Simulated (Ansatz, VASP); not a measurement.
Pd: VASP beside Ansatz

File INCAR:

```
SYSTEM = Pd
  PREC = Accurate
  ENCUT = 600
  EDIFF = 1E-7
  ISMEAR = -1
  SIGMA = 0.1
  LREAL = .FALSE.
  LASPH = .TRUE.
  NELM = 60
  ALGO = Normal
  ISIF = 3
  LWAVE = .FALSE.
  LCHARG = .FALSE.
  GGA = PE
  IBRION = 2
  NSW = 60
  EDIFFG = -0.005
```

The input KPOINTS:

```
regular mesh
0
G
  9 9 12
  0 0 0
```

File POSCAR:

```
Pd
1.0
    4.4120772024      0.0000000000      0.0000000000
   -2.2060386012      3.8209709407      0.0000000000
    0.0000000000      0.0000000000      2.7354878655
Pd
3
Direct
    0.0000000000      0.0000000000      0.0000000000
    0.3333333333      0.6666666667      0.5000000000
    0.6666666667      0.3333333333      0.5000000000
```

Input for Ansatz:

```yaml
crystal:
  lattice:
    - [4.4120772024, 0.0, 0.0]
    - [-2.2060386012, 3.8209709407, 0.0]
    - [0.0, 0.0, 2.7354878655]
  atoms:
    - { symbol: Pd, position: [0.0, 0.0, 0.0] }
    - { symbol: Pd, position: [0.3333333333, 0.6666666667, 0.5] }
    - { symbol: Pd, position: [0.6666666667, 0.3333333333, 0.5] }
kpoints:
  mp_grid: { grid: [9, 9, 12] }
scf:
  occupations: { method: fermi_dirac, width: 0.1 }
hamiltonian:
  xc: pbe
  pseudopotentials: { kind: paw }
output:
  forces: true
  stress: true
  write_density: true
  write_potential: true
  elf: true
  volumetric_format: npy
relax:
  f_tol: 0.005
  max_steps: 40
  cell: {}
```

Alike in both runs: task relaxation of cell and atoms; functional PBE; k mesh 9 × 9 × 12; occupations fermi-dirac, width 0.1 eV; no spin polarisation.

|  | VASP | Ansatz |
| --- | --- | --- |
| version | VASP 6.6.1 | Ansatz 0.2.0 |
| potentials or method | VASP PAW PBE potentials, release 64 (Pd) | PAW with Ansatz's default frozen-core files, scalar-relativistic |
| plane-wave cutoff (eV) | 600 | 420 |
| valence electrons in the cell | 30 | 54 |

|  | VASP | Ansatz | Ansatz less VASP |
| --- | --- | --- | --- |
| relaxed volume (Å³/atom) | 15.66 | 15.70 | +0.039 |
| relaxed length of the cell vector where the two differ most in proportion (Å) | 4.500 | 4.504 | +0.0042 |

VASP's potentials hold 30 valence electrons a cell and Ansatz's 54, so a difference there can come from the potentials and not from the codes.
